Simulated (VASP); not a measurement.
**Tl: single point with b88 exchange, pbe correlation**

Crystal: Tl.

```
Tl
1.0
     3.38545    0.00000    0.00000
    -1.69272    2.93189    0.00000
     0.00000    0.00000    5.41221
Tl
2
Direct
  0.66667 0.33333 0.75000
  0.33333 0.66667 0.25000
```

```json
{
  "Program": "VASP 6.6.1",
  "Task": "single point",
  "Functional": "b88 exchange, pbe correlation",
  "Potentials or basis": "VASP PAW PBE potentials, release 64 (Tl_d)",
  "Cutoff": "500 eV",
  "k mesh": "9 × 9 × 5",
  "Occupations": "methfessel-paxton, width 0.15 eV",
  "Spin": "collinear spin",
  "Starting moments": "[0.05, 0.16] μB",
  "Dipole correction": "no",
  "Further INCAR settings": "ALGO = Normal; EDIFF = 1e-06; NBANDS = 24"
}
```

```json
{
  "Pressure": "6.3 GPa",
  "Band gap on the k mesh": "zero (filled and empty bands overlap)",
  "Net moment": "0.00 μB per cell",
  "Valence electrons inside the program's atomic spheres": "Tl 11.25"
}
```

Stress tensor (GPa, compression positive):
```
5.70 0.00 0.00
0.00 5.70 0.00
0.00 0.00 7.47
```

Levels at points of the mesh, in eV from the Fermi level:
Spin up:
```
           k point  band 9  band 10  band 11  band 12  band 13  band 14  band 15  band 16  band 17  band 18
(0.00, 0.00, 0.00)  -11.13   -11.13   -10.50    -5.10    -3.10     8.38     8.38    10.46    10.60    10.60
```
Spin down:
```
           k point  band 10  band 11  band 12  band 13  band 14  band 15  band 16  band 17
(0.00, 0.00, 0.00)   -11.13   -10.50    -5.10    -3.10     8.38     8.38    10.46    10.60
```

Wall time 93 s on 1 thread of Intel(R) Xeon(R) Platinum 8259CL CPU @ 2.50GHz (Skylake/Cascade Lake), on a shared host, peak memory 0.23 GiB.

Caveat: the cell stands under pressure; the PAW data sets were made with another functional, which shifts forces and pressure a little; spin-orbit coupling is left out, which moves the levels of the heavy elements.
